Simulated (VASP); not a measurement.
# PbS in VASP: notebook

The runs below take PbS through single point, with PBE, r2SCAN.

All numbers are computed with VASP 6.6.1; they aren't measurements. Logs are shortened: lines on timing, memory, paths and dates and some standing lists are left out, and cuts for length are marked.

## 1. The cell of the first run

The cell holds a slab with vacuum, 4 atoms: a = 4.130 Å, b = 4.130 Å, c = 11.759 Å, α = 93.75°, β = 93.75°, γ = 89.21°.

## 2. Single point, PBE

Input file INCAR:

```
SYSTEM = PbS
  PREC = Accurate
  ENCUT = 520
  EDIFF = 1E-6
  ISMEAR = -1
  SIGMA = 0.01
  LREAL = .FALSE.
  LASPH = .TRUE.
  NELM = 80
  ALGO = Normal
  ISIF = 2
  LWAVE = .FALSE.
  LCHARG = .FALSE.
  GGA = PE
  NBANDS = 28
```

Input file KPOINTS:

```
regular mesh
0
G
  8 8 3
  0 0 0
```

Input file POSCAR:

```
PbS
1.0
    2.9405000000     -2.9000000000      0.0000000000
    2.9405000000      2.9000000000      0.0000000000
   -1.0800549142      0.0000000000     11.7092938464
Pb S
2 2
Direct
    0.7732725278      0.7732725278      0.6259146885
    0.2267274722      0.2267274722      0.3740853115
    0.2693186932      0.2693186932      0.6052578569
    0.7306813068      0.7306813068      0.3947421431
```

Potentials or basis: VASP PAW PBE potentials, release 64 (Pb_d, S).

Launch:

```console
cat potpaw_PBE.64/Pb_d/POTCAR potpaw_PBE.64/S/POTCAR > POTCAR
mpirun -np 1 vasp_std > vasp.out
```

OUTCAR:

```text
SYSTEM = PbS
   PREC = Accurate
   ENCUT = 520
   EDIFF = 1E-6
   ISMEAR = -1
   LREAL = .FALSE.
   LASPH = .TRUE.
   NELM = 80
   ISIF = 2
   GGA = PE

 ion  position               nearest neighbor table
   1  0.773  0.773  0.626-   4 2.71   3 2.91   3 2.91   3 2.95   3 2.95   2 4.14   2 4.14
   2  0.227  0.227  0.374-   3 2.71   4 2.91   4 2.91   4 2.95   4 2.95   1 4.14   1 4.14
   3  0.269  0.269  0.605-   2 2.71   1 2.91   1 2.91   1 2.95   1 2.95
   4  0.731  0.731  0.395-   1 2.71   2 2.91   2 2.91   2 2.95   2 2.95

  LATTYP: Found a base centered monoclinic cell.
 ALAT       =     5.8810000000
 B/A-ratio  =     0.9862268322
 C/A-ratio  =     1.9994898827
 COS(beta)  =    -0.0918492146

  Lattice vectors:

 A1 = (   2.9405000000,  -2.9000000000,   0.0000000000)
 A2 = (   2.9405000000,   2.9000000000,   0.0000000000)
 A3 = (  -1.0800549142,   0.0000000000,  11.7092938464)

Analysis of symmetry for initial positions (statically):
=====================================================================
 Subroutine PRICEL returns:
 Original cell was already a primitive cell.

 Routine SETGRP: Setting up the symmetry group for a
 base centered monoclinic supercell.

 Subroutine GETGRP returns: Found  4 space group operations
 (whereof  4 operations were pure point group operations)
 out of a pool of  4 trial point group operations.

The static configuration has the point symmetry C_2h.

Analysis of symmetry for dynamics (positions and initial velocities):
=====================================================================
 Subroutine PRICEL returns:
 Original cell was already a primitive cell.

 Routine SETGRP: Setting up the symmetry group for a
 base centered monoclinic supercell.

 Subroutine GETGRP returns: Found  4 space group operations
 (whereof  4 operations were pure point group operations)
 out of a pool of  4 trial point group operations.

The dynamic configuration has the point symmetry C_2h.

 Subroutine INISYM returns: Found  4 space group operations
 (whereof  4 operations are pure point group operations),
 and found     1 'primitive' translations

----------------------------------------------------------------------------------------

                                     Primitive cell

  volume of cell :     199.7008

  direct lattice vectors                    reciprocal lattice vectors
     2.940500000 -2.900000000  0.000000000     0.170039109 -0.172413793  0.015684257
     2.940500000  2.900000000  0.000000000     0.170039109  0.172413793  0.015684257
    -1.080054914  0.000000000 11.709293846     0.000000000  0.000000000  0.085402247

  length of vectors
     4.129956447  4.129956447 11.759000000     0.242663987  0.242663987  0.085402247

  position of ions in fractional coordinates (direct lattice)
     0.773272528  0.773272528  0.625914689
     0.226727472  0.226727472  0.374085311
     0.269318693  0.269318693  0.605257857
     0.730681307  0.730681307  0.394742143

  ion indices of the primitive-cell ions
   primitive index   ion index
                 1           1
                 2           2
                 3           3
                 4           4

----------------------------------------------------------------------------------------

 KPOINTS: regular mesh

Automatic generation of k-mesh.
 Grid dimensions read from file:
 generate k-points for:    8    8    3

 Generating k-lattice:

  Cartesian coordinates                     Fractional coordinates (reciprocal lattice)
     0.021254889 -0.021551724  0.001960532     0.125000000  0.000000000  0.000000000
     0.021254889  0.021551724  0.001960532     0.000000000  0.125000000  0.000000000
     0.000000000  0.000000000  0.028467416     0.000000000  0.000000000  0.333333333

  Length of vectors
     0.030332998  0.030332998  0.028467416

  Shift w.r.t. Gamma in fractional coordinates (k-lattice)
     0.000000000  0.000000000  0.000000000

 Subroutine IBZKPT returns following result:
 ===========================================

 Found     57 irreducible k-points:

 Following reciprocal coordinates:
            Coordinates               Weight
  0.000000  0.000000  0.000000      1.000000
  0.125000 -0.000000  0.000000      4.000000
  0.250000 -0.000000  0.000000      4.000000
  0.375000  0.000000  0.000000      4.000000
  0.500000 -0.000000  0.000000      2.000000
  0.125000  0.125000  0.000000      2.000000
[... 16 lines left out ...]
  0.125000 -0.000000  0.333333      4.000000
  0.250000 -0.000000  0.333333      4.000000
 [... further k-points ...]
   k-points           NKPTS =     57   k-points in BZ     NKDIM =     57   number of bands    NBANDS=     28
   number of dos      NEDOS =    301   number of ions     NIONS =      4
   total plane-waves  NPLWV =  92160
   dimension x,y,z NGX =    32 NGY =   32 NGZ =   90
   dimension x,y,z NGXF=    64 NGYF=   64 NGZF=  180
   ions per type =               2   2
   NGX,Y,Z   is equivalent  to a cutoff of  12.88, 12.88, 12.72 a.u.
   NGXF,Y,Z  is equivalent  to a cutoff of  25.76, 25.76, 25.45 a.u.
 SYSTEM =  PbS
   PREC   = accura    normal or accurate (medium, high low for compatibility)
   ISTART =      0    job   : 0-new  1-cont  2-samecut
   ICHARG =      2    charge: 1-file 2-atom 10-const
   ISPIN  =      1    spin polarized calculation?
   LNONCOLLINEAR =      F non collinear calculations
   LSORBIT =      F    spin-orbit coupling
   LASPH  =      T    aspherical Exc in radial PAW
   ENCUT  =  520.0 eV  38.22 Ry    6.18 a.u.   7.68  7.68 21.86*2*pi/ulx,y,z
   NELM   =     80;   NELMIN=  2; NELMDL= -5     # of ELM steps
   EDIFF  = 0.1E-05   stopping-criterion for ELM
   LREAL  =      F    real-space projection
   EDIFFG = 0.1E-04   stopping-criterion for IOM
   NSW    =      0    number of steps for IOM
   IBRION =     -1    ionic relax: 0-MD 1-quasi-New 2-CG
   NFREE  =      0    steps in history (QN), initial steepest desc. (CG)
   ISIF   =      2    stress and relaxation
   ISYM   =      2    0-nonsym 1-usesym 2-fastsym
   POTIM  = 0.5000    time-step for ionic-motion
   TEBEG  =    0.0;   TEEND  =   0.0 temperature during run
   PSTRESS=    0.0 pullay stress
   NELECT =      40.0000    total number of electrons
   NUPDOWN=      -1.0000    fix difference up-down
   EMIN   =  10.00;   EMAX   =-10.00  energy-range for DOS
   EFERMI =   0.00;   METHOD = LEGACY
   ISMEAR =    -1;   SIGMA  =   0.01  broadening in eV -4-tet -1-fermi 0-gaus
   EFERMI_NEDOS =   21; number of points for ismear=-14 and -15
   IALGO  =     38    algorithm
   IMIX   =      4    mixing-type and parameters
     AMIX     =   0.40;   BMIX     =  1.00
     AMIX_MAG =   1.60;   BMIX_MAG =  1.00
  volume/ion in A,a.u.               =      49.93       336.91
  Fermi-wavevector in a.u.,A,eV,Ry     =   0.957859  1.810091 12.483259  0.917494
  Thomas-Fermi vector in A             =   2.086915
   LORBIT       =      0    0 simple, 1 ext, 2 COOP (PROOUT), +10 PAW based schemes
   GGA     = PE    functional components
   LHFCALC =     F    Hartree Fock is set to
   AEXX    =    0.0000 exact exchange contribution
   IVDW    =     0    specifies the selected vdW correction
   LEPSILON=     F    determine dielectric tensor
   LRPA    =     F    only Hartree local field effects (RPA)
 non-spin polarized calculation
  energy-cutoff  :      520.00
  volume of cell :      199.70
 maximum number of plane-waves:      5395
   NGX = 15   NGY = 15   NGZ = 43

 number of electron      40.0000010 magnetization

 Free energy of the ion-electron system (eV)
  ---------------------------------------------------
  ext. energy  EPLUGINS =         0.00000000
  ---------------------------------------------------
  free energy    TOTEN  =       -17.22969740 eV

  energy without entropy =      -17.22969740  energy(sigma->0) =      -17.22969740

 E-fermi :   0.9517     XC(G=0):  -5.8483

 val. band max:        0.6960268705   @ k =   0.3750   0.0000   0.3333
 cond. band min:       2.2397049376   @ k =   0.0000   0.0000   0.3333
 fundamental gap:      1.5436780672
 Fermi energy:         0.9516545279

 k-point     1 :       0.0000    0.0000    0.0000
  band No.  band energies     occupation
      1     -15.6948      2.00000
      2     -15.5759      2.00000
      3     -15.5688      2.00000
      4     -15.5607      2.00000
      5     -15.5371      2.00000
      6     -15.5327      2.00000
[... 20 lines left out ...]
     27       7.1528      0.00000
     28       7.3393      0.00000

 k-point     2 :       0.1250   -0.0000    0.0000
  band No.  band energies     occupation
      1     -15.6843      2.00000
      2     -15.5698      2.00000
      3     -15.5686      2.00000
      4     -15.5543      2.00000
      5     -15.5380      2.00000
      6     -15.5339      2.00000
[... 20 lines left out ...]
     27       6.7059      0.00000
     28       7.0516      0.00000

 k-point     3 :       0.2500   -0.0000    0.0000
  band No.  band energies     occupation
      1     -15.6582      2.00000
      2     -15.5727      2.00000
      3     -15.5562      2.00000
      4     -15.5454      2.00000
      5     -15.5443      2.00000
      6     -15.5390      2.00000
[... 20 lines left out ...]
     27       6.0730      0.00000
     28       7.2133      0.00000

 k-point     4 :       0.3750    0.0000    0.0000
  band No.  band energies     occupation
      1     -15.6280      2.00000
      2     -15.5835      2.00000
      3     -15.5568      2.00000
      4     -15.5556      2.00000
      5     -15.5475      2.00000
      6     -15.5355      2.00000
[... 578 lines left out ...]
     27       7.0051      0.00000
     28       7.1534      0.00000

 k-point    23 :       0.1250   -0.0000    0.3333
  band No.  band energies     occupation
      1     -15.6843      2.00000
      2     -15.5698      2.00000
      3     -15.5686      2.00000
      4     -15.5543      2.00000
      5     -15.5380      2.00000
      6     -15.5339      2.00000
[... 20 lines left out ...]
     27       6.7078      0.00000
     28       7.0532      0.00000

 k-point    24 :       0.2500   -0.0000    0.3333
  band No.  band energies     occupation
      1     -15.6582      2.00000
      2     -15.5727      2.00000
      3     -15.5562      2.00000
      4     -15.5454      2.00000
      5     -15.5443      2.00000
      6     -15.5390      2.00000
[... 20 lines left out ...]
     27       5.7562      0.00000
     28       6.8662      0.00000

 [... further k-points ...]

------------------------ aborting loop because EDIFF is reached ----------------------------------------

  FORCE on cell =-STRESS in cart. coord.  units (eV):
  Direction    XX          YY          ZZ          XY          YZ          ZX
  --------------------------------------------------------------------------------------
  -------------------------------------------------------------------------------------
  Total        1.7736761      3.0448422      0.0024187      0.0000000      0.0000000     -0.0008200
  in kB       14.2300034     24.4284263      0.0194047      0.0000000      0.0000000     -0.0065785
  external PRESSURE =      12.8926115 kB  Pullay stress =       0.0000000 kB

 VOLUME and BASIS-vectors are now :
 -----------------------------------------------------------------------------
  energy-cutoff  :      520.00
  volume of cell :      199.70
      direct lattice vectors                 reciprocal lattice vectors
     2.940500000 -2.900000000  0.000000000     0.170039109 -0.172413793  0.015684257
     2.940500000  2.900000000  0.000000000     0.170039109  0.172413793  0.015684257
    -1.080054914  0.000000000 11.709293846     0.000000000  0.000000000  0.085402247

 POSITION                                       TOTAL-FORCE (eV/Angst)
 -----------------------------------------------------------------------------------
      3.87159      0.00000      7.32902        -0.000986      0.000000     -0.000696
      0.92935      0.00000      4.38027         0.000986      0.000000      0.000696
      0.93015      0.00000      7.08714         0.000885      0.000000      0.019308
      3.87079      0.00000      4.62215        -0.000885      0.000000     -0.019308
 -----------------------------------------------------------------------------------
    total drift:                               -0.000000     -0.000000      0.000000

  FREE ENERGIE OF THE ION-ELECTRON SYSTEM (eV)
  ---------------------------------------------------
  free  energy   TOTEN  =       -17.2296973961 eV

  energy  without entropy=      -17.2296973961  energy(sigma->0) =      -17.22969740
```

Run time: 3.1 min. Hardware: 1 thread of Intel Xeon Platinum 8375C at 2.90GHz (Ice Lake), shared host; peak memory 0.46 GiB.

What came out:

* Free energy: -17.2297 eV
* Largest force: 0.019 eV/Å
* Band gap on the k mesh: 1.54 eV, indirect (least direct gap 1.82 eV)

Forces in eV/Å, atoms in the order of the input:
```
Pb  -0.001  0.000 -0.001
Pb   0.001  0.000  0.001
S    0.001  0.000  0.019
S   -0.001  0.000 -0.019
```

Caveat: spin-orbit coupling is left out, which moves the levels of the heavy elements.

## 3. Single point, r2SCAN

Input file POSCAR:

```
PbS
1.0
    2.9405000000     -2.9000000000      0.0000000000
    2.9405000000      2.9000000000      0.0000000000
   -1.0800549142      0.0000000000     11.7092938464
Pb S
2 2
Direct
    0.7734833368      0.7734833368      0.6268498043
    0.2265166632      0.2265166632      0.3731501957
    0.2685376181      0.2685376181      0.6009806225
    0.7314623819      0.7314623819      0.3990193775
```

Input file INCAR.step1:

```
  ALGO = Normal
  EDIFF = 1E-4
  ENCUT = 520
  GGA = PE
  ISMEAR = -1
  LASPH = T
  LCHARG = F
  LREAL = F
  LWAVE = T
  NBANDS = 28
  NELM = 100
  PREC = Accurate
  SIGMA = 0.01
```

Input file INCAR.step2:

```
  ALGO = Normal
  EDIFF = 1E-6
  ENCUT = 520
  ISIF = 2
  ISMEAR = -1
  ISTART = 1
  LASPH = T
  LCHARG = F
  LMIXTAU = T
  LREAL = F
  LWAVE = F
  METAGGA = R2SCAN
  NBANDS = 28
  NELM = 100
  PREC = Accurate
  SIGMA = 0.01
```

Input file KPOINTS:

```
k-points
0
Gamma
  8 8 3
```

Potentials or basis: VASP PAW PBE potentials, release 64 (Pb_d, S).

Launch:

```console
cat potpaw_PBE.64/Pb_d/POTCAR potpaw_PBE.64/S/POTCAR > POTCAR
cp INCAR.step1 INCAR
mpirun -np 1 vasp_std > vasp.out
cp INCAR.step2 INCAR
mpirun -np 1 vasp_std > vasp.out
```

Wall time 11 min (1 thread of Intel Xeon Platinum 8375C at 2.90GHz (Ice Lake), shared host); peak memory 0.5 GiB.

The run converged. Its results:

```yaml
Free_energy: -130.8692 eV
Largest_force: 0.021 eV/Å
Band_gap_on_the_k_mesh: 1.85 eV, indirect (least direct gap 2.01 eV)
```

Forces in eV/Å, atoms in the order of the input:
```
Pb  -0.001  0.000  0.006
Pb   0.001  0.000 -0.006
S    0.001  0.000  0.021
S   -0.001  0.000 -0.021
```

Levels at points of the mesh, in eV from the valence-band top:
```tsv
k point	band 16	band 17	band 18	band 19	band 20	band 21	band 22	band 23	band 24	band 25
(0.00, 0.00, 0.00)	-2.88	-2.73	-1.67	-1.55	-0.16	1.93	3.87	5.23	5.68	5.96
(0.50, 0.00, 0.00)	-2.08	-1.23	-1.23	-0.26	-0.26	2.42	2.42	3.40	3.40	3.83
(0.50, 0.50, 0.00)	-4.58	-3.13	-3.09	-1.71	-1.60	4.33	4.46	5.33	5.49	5.51
```

Caveat: the PAW data sets were made with another functional, which shifts forces and pressure a little; spin-orbit coupling is left out, which moves the levels of the heavy elements.
